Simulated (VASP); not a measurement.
# Be3S2 (Imm2) in VASP: single point with PBE

Aim: the single point of Be3S2 with PBE.

Everything below comes from runs of VASP 6.6.1. Logs are shortened: lines on timing, memory, paths and dates and some standing lists are left out, and cuts for length are marked.

## Step 1: The cell of the first run

Symmetry: Imm2, No. 44, orthorhombic system. The conventional cell has a = 3.377 Å, b = 7.747 Å, c = 6.144 Å, α = 90.00°, β = 90.00°, γ = 90.00°. Within 2.6 Å of Be (site symmetry mm2) lie 2 S at 1.99 Å and 4 Be at 2.23 Å. Within 2.8 Å of Be (site symmetry m) lie 3 S at 2.10 to 2.14 Å and 3 Be at 2.23 to 2.51 Å. Within 2.6 Å of S (site symmetry m) lie 4 Be at 1.99 to 2.14 Å.

The cell was built from a structure type or drawn by symmetry, and may not be a known phase.

## Step 2: Single point, PBE

Input file INCAR:

```
PREC = Accurate
ENCUT = 520
EDIFF = 1E-6
ISMEAR = 0
SIGMA = 0.1
LREAL = False
LASPH = True
NELM = 80
ALGO = Normal
ISIF = 2
LWAVE = False
LCHARG = False
GGA = PE
NBANDS = 17
```

Input file KPOINTS:

```
regular mesh
0
Gamma
  12 12 12
```

Input file POSCAR:

```
Be3S2
1.0
   -1.6886179465      3.8732646308      3.0718752425
    1.6886179465     -3.8732646308      3.0718752425
    1.6886179465      3.8732646308     -3.0718752425
Be S
3 2
Direct
    0.5305478945      0.0305478945      0.5000000000
    0.2463261860      0.4083546760      0.8379715100
    0.5703831661      0.4083546760      0.1620284900
    0.8305627514      0.0760531876      0.7545095638
    0.3215436238      0.0760531876      0.2454904362
```

Potentials or basis: VASP PAW PBE potentials, release 64 (Be, S).

The run is started by

```bash
$ cat potpaw_PBE.64/Be/POTCAR potpaw_PBE.64/S/POTCAR > POTCAR
$ mpirun -np 1 vasp_std > vasp.out
```

OUTCAR:

```text
PREC = Accurate
   ENCUT = 520
   EDIFF = 1E-6
   ISMEAR = 0
   LREAL = False
   LASPH = True
   NELM = 80
   ISIF = 2
   GGA = PE

 ion  position               nearest neighbor table
   1  0.531  0.031  0.500-   4 1.99   5 1.99   3 2.23   2 2.23   2 2.23   3 2.23
   2  0.246  0.408  0.838-   5 2.10   5 2.10   4 2.14   1 2.23   1 2.23
   3  0.570  0.408  0.162-   4 2.10   4 2.10   5 2.14   1 2.23   1 2.23
   4  0.831  0.076  0.755-   1 1.99   3 2.10   3 2.10   2 2.14
   5  0.322  0.076  0.245-   1 1.99   2 2.10   2 2.10   3 2.14

  LATTYP: Found a body centered orthorhombic cell.
 ALAT       =     3.3772358930
 B/A-ratio  =     1.8191653410
 C/A-ratio  =     2.2937483513

  Lattice vectors:

 A1 = (   1.6886179465,  -3.8732646308,  -3.0718752425)
 A2 = (  -1.6886179465,  -3.8732646308,   3.0718752425)
 A3 = (  -1.6886179465,   3.8732646308,  -3.0718752425)

Analysis of symmetry for initial positions (statically):
=====================================================================
 Subroutine PRICEL returns:
 Original cell was already a primitive cell.

 Routine SETGRP: Setting up the symmetry group for a
 body centered orthorhombic supercell.

 Subroutine GETGRP returns: Found  4 space group operations
 (whereof  4 operations were pure point group operations)
 out of a pool of  8 trial point group operations.

The static configuration has the point symmetry C_2v.

Analysis of symmetry for dynamics (positions and initial velocities):
=====================================================================
 Subroutine PRICEL returns:
 Original cell was already a primitive cell.

 Routine SETGRP: Setting up the symmetry group for a
 body centered orthorhombic supercell.

 Subroutine GETGRP returns: Found  4 space group operations
 (whereof  4 operations were pure point group operations)
 out of a pool of  8 trial point group operations.

The dynamic configuration has the point symmetry C_2v.

 Subroutine INISYM returns: Found  4 space group operations
 (whereof  4 operations are pure point group operations),
 and found     1 'primitive' translations

----------------------------------------------------------------------------------------

                                     Primitive cell

  volume of cell :      80.3660

  direct lattice vectors                    reciprocal lattice vectors
    -1.688617946  3.873264631  3.071875242     0.000000000  0.129090069  0.162767027
     1.688617946 -3.873264631  3.071875242     0.296100134  0.000000000  0.162767027
     1.688617946  3.873264631 -3.071875242     0.296100134  0.129090069  0.000000000

  length of vectors
     5.223985736  5.223985736  5.223985736     0.207743474  0.337888139  0.323016308

  position of ions in fractional coordinates (direct lattice)
     0.530547895  0.030547895  0.500000000
     0.246326186  0.408354676  0.837971510
     0.570383166  0.408354676  0.162028490
     0.830562751  0.076053188  0.754509564
     0.321543624  0.076053188  0.245490436

  ion indices of the primitive-cell ions
   primitive index   ion index
                 1           1
                 2           2
                 3           3
                 4           4
                 5           5

----------------------------------------------------------------------------------------

 KPOINTS: regular mesh

Automatic generation of k-mesh.
 Grid dimensions read from file:
 generate k-points for:   12   12   12

 Generating k-lattice:

  Cartesian coordinates                     Fractional coordinates (reciprocal lattice)
     0.000000000  0.010757506  0.013563919     0.083333333 -0.000000000  0.000000000
     0.024675011  0.000000000  0.013563919     0.000000000  0.083333333  0.000000000
     0.024675011  0.010757506  0.000000000     0.000000000 -0.000000000  0.083333333

  Length of vectors
     0.017311956  0.028157345  0.026918026

  Shift w.r.t. Gamma in fractional coordinates (k-lattice)
     0.000000000  0.000000000  0.000000000

 Subroutine IBZKPT returns following result:
 ===========================================

 Found    280 irreducible k-points:

 Following reciprocal coordinates:
            Coordinates               Weight
  0.000000  0.000000  0.000000      1.000000
  0.083333 -0.000000  0.000000      4.000000
  0.166667  0.000000  0.000000      4.000000
  0.250000  0.000000  0.000000      4.000000
  0.333333  0.000000  0.000000      4.000000
  0.416667  0.000000  0.000000      4.000000
[... 16 lines left out ...]
  0.250000  0.166667 -0.000000      8.000000
  0.333333  0.166667  0.000000      8.000000
 [... further k-points ...]
   k-points           NKPTS =    280   k-points in BZ     NKDIM =    280   number of bands    NBANDS=     17
   number of dos      NEDOS =    301   number of ions     NIONS =      5
   total plane-waves  NPLWV =  64000
   dimension x,y,z NGX =    40 NGY =   40 NGZ =   40
   dimension x,y,z NGXF=    80 NGYF=   80 NGZF=   80
   ions per type =               3   2
   NGX,Y,Z   is equivalent  to a cutoff of  12.73, 12.73, 12.73 a.u.
   NGXF,Y,Z  is equivalent  to a cutoff of  25.46, 25.46, 25.46 a.u.
 SYSTEM =  unknown system
   PREC   = accura    normal or accurate (medium, high low for compatibility)
   ISTART =      0    job   : 0-new  1-cont  2-samecut
   ICHARG =      2    charge: 1-file 2-atom 10-const
   ISPIN  =      1    spin polarized calculation?
   LNONCOLLINEAR =      F non collinear calculations
   LSORBIT =      F    spin-orbit coupling
   LASPH  =      T    aspherical Exc in radial PAW
   ENCUT  =  520.0 eV  38.22 Ry    6.18 a.u.   9.71  9.71  9.71*2*pi/ulx,y,z
   NELM   =     80;   NELMIN=  2; NELMDL= -5     # of ELM steps
   EDIFF  = 0.1E-05   stopping-criterion for ELM
   LREAL  =      F    real-space projection
   EDIFFG = 0.1E-04   stopping-criterion for IOM
   NSW    =      0    number of steps for IOM
   IBRION =     -1    ionic relax: 0-MD 1-quasi-New 2-CG
   NFREE  =      0    steps in history (QN), initial steepest desc. (CG)
   ISIF   =      2    stress and relaxation
   ISYM   =      2    0-nonsym 1-usesym 2-fastsym
   POTIM  = 0.5000    time-step for ionic-motion
   TEBEG  =    0.0;   TEEND  =   0.0 temperature during run
   PSTRESS=    0.0 pullay stress
   NELECT =      18.0000    total number of electrons
   NUPDOWN=      -1.0000    fix difference up-down
   EMIN   =  10.00;   EMAX   =-10.00  energy-range for DOS
   EFERMI =   0.00;   METHOD = LEGACY
   ISMEAR =     0;   SIGMA  =   0.10  broadening in eV -4-tet -1-fermi 0-gaus
   EFERMI_NEDOS =   21; number of points for ismear=-14 and -15
   IALGO  =     38    algorithm
   IMIX   =      4    mixing-type and parameters
     AMIX     =   0.40;   BMIX     =  1.00
     AMIX_MAG =   1.60;   BMIX_MAG =  1.00
  volume/ion in A,a.u.               =      16.07       108.47
  Fermi-wavevector in a.u.,A,eV,Ry     =   0.994203  1.878771 13.448530  0.988439
  Thomas-Fermi vector in A             =   2.126138
   LORBIT       =      0    0 simple, 1 ext, 2 COOP (PROOUT), +10 PAW based schemes
   GGA     = PE    functional components
   LHFCALC =     F    Hartree Fock is set to
   AEXX    =    0.0000 exact exchange contribution
   IVDW    =     0    specifies the selected vdW correction
   LEPSILON=     F    determine dielectric tensor
   LRPA    =     F    only Hartree local field effects (RPA)
 non-spin polarized calculation
 Gauss-broadening in eV      SIGMA  =   0.10
  energy-cutoff  :      520.00
  volume of cell :       80.37
 maximum number of plane-waves:      2186
   NGX = 19   NGY = 19   NGZ = 19

 number of electron      18.0000001 magnetization

 Free energy of the ion-electron system (eV)
  ---------------------------------------------------
  ext. energy  EPLUGINS =         0.00000000
  ---------------------------------------------------
  free energy    TOTEN  =       -21.93855257 eV

  energy without entropy =      -21.93744332  energy(sigma->0) =      -21.93799794

 E-fermi :   4.2530     XC(G=0):  -8.7434

 val. band max:        4.2027847952   @ k =   0.4167  -0.4167   0.4167
 cond. band min:       4.2550697484   @ k =  -0.2500   0.2500   0.0833
 fundamental gap:      0.0522849532
 Fermi energy:         4.2530208015

 k-point     1 :       0.0000    0.0000    0.0000
  band No.  band energies     occupation
      1     -10.8530      2.00000
      2      -9.7012      2.00000
      3      -2.6521      2.00000
      4      -1.7514      2.00000
      5      -0.4048      2.00000
      6       0.7383      2.00000
[... 9 lines left out ...]
     16      11.7088      0.00000
     17      12.3881      0.00000

 k-point     2 :       0.0833   -0.0000    0.0000
  band No.  band energies     occupation
      1     -10.8357      2.00000
      2      -9.7236      2.00000
      3      -2.6311      2.00000
      4      -1.7846      2.00000
      5      -0.4404      2.00000
      6       0.7354      2.00000
[... 9 lines left out ...]
     16      11.5508      0.00000
     17      12.2739      0.00000

 k-point     3 :       0.1667    0.0000    0.0000
  band No.  band energies     occupation
      1     -10.7846      2.00000
      2      -9.7885      2.00000
      3      -2.5796      2.00000
      4      -1.8560      2.00000
      5      -0.5180      2.00000
      6       0.7274      2.00000
[... 9 lines left out ...]
     16      11.0813      0.00000
     17      12.0321      0.00000

 k-point     4 :       0.2500    0.0000    0.0000
  band No.  band energies     occupation
      1     -10.7021      2.00000
      2      -9.8897      2.00000
      3      -2.5325      2.00000
      4      -1.9015      2.00000
      5      -0.5883      2.00000
      6       0.7165      2.00000
[... 9 lines left out ...]
     16      10.8690      0.00000
     17      11.6893      0.00000
[... 343 lines left out ...]
      1     -10.4608      2.00000
      2      -9.8615      2.00000
      3      -2.2524      2.00000
      4      -1.9015      2.00000
      5      -0.4986      2.00000
      6      -0.2147      2.00000
[... 9 lines left out ...]
     16      11.0341      0.00000
     17      11.6785      0.00000

 k-point    23 :       0.2500    0.1667   -0.0000
  band No.  band energies     occupation
      1     -10.3461      2.00000
      2      -9.9841      2.00000
      3      -2.4024      2.00000
      4      -1.7471      2.00000
      5      -0.6758      2.00000
      6      -0.2176      2.00000
[... 9 lines left out ...]
     16      10.5952      0.00000
     17      11.4327      0.00000

 k-point    24 :       0.3333    0.1667    0.0000
  band No.  band energies     occupation
      1     -10.2170      2.00000
      2     -10.1138      2.00000
      3      -2.5255      2.00000
      4      -1.6181      2.00000
      5      -0.8181      2.00000
      6      -0.2308      2.00000
[... 9 lines left out ...]
     16      10.3820      0.00000
     17      10.9413      0.00000

 [... further k-points ...]
[... 5 lines left out ...]
  --------------------------------------------------------------------------------------
  -------------------------------------------------------------------------------------
  Total        0.0095592     -0.0274165     -0.0134140      0.0000000      0.0000000      0.0000000
  in kB        0.1905730     -0.5465752     -0.2674220      0.0000000      0.0000000      0.0000000
  external PRESSURE =      -0.2078081 kB  Pullay stress =       0.0000000 kB

 VOLUME and BASIS-vectors are now :
 -----------------------------------------------------------------------------
  energy-cutoff  :      520.00
  volume of cell :       80.37
      direct lattice vectors                 reciprocal lattice vectors
    -1.688617946  3.873264631  3.071875242     0.000000000  0.129090069  0.162767027
     1.688617946 -3.873264631  3.071875242     0.296100134  0.000000000  0.162767027
     1.688617946  3.873264631 -3.071875242     0.296100134  0.129090069  0.000000000

 POSITION                                       TOTAL-FORCE (eV/Angst)
 -----------------------------------------------------------------------------------
      0.00000      3.87326      0.18768        -0.000000      0.000000     -0.002188
      1.68862      2.61811     -0.56305         0.000000      0.003125      0.000751
     -0.00000      1.25516      2.50883         0.000000     -0.003125      0.000751
      0.00000      5.84483      0.46725         0.000000     -0.003335      0.000343
      0.00000      1.90170      0.46725         0.000000      0.003335      0.000343
 -----------------------------------------------------------------------------------
    total drift:                               -0.000000      0.000000      0.000128

  FREE ENERGIE OF THE ION-ELECTRON SYSTEM (eV)
  ---------------------------------------------------
  free  energy   TOTEN  =       -21.9385525668 eV

  energy  without entropy=      -21.9374433184  energy(sigma->0) =      -21.93799794
```

Wall time 7.5 min (1 thread of Intel Xeon Platinum 8375C at 2.90GHz (Ice Lake), shared host); peak memory 0.46 GiB.

Results:

| Property | Result |
| --- | --- |
| Free energy | -21.9386 eV |
| Pressure | 0.0 GPa |
| Largest force | 0.003 eV/Å |
| Band gap on the k mesh | zero (bands 9 and 10 overlap by 0.32 eV) |

Forces in eV/Å, atoms in the order of the input:
```
Be   0.000  0.000 -0.002
Be   0.000  0.003  0.001
Be   0.000 -0.003  0.001
S    0.000 -0.003  0.000
S    0.000  0.003  0.000
```

Caveat: semilocal functionals underestimate gaps, so a narrow gap can read as zero.
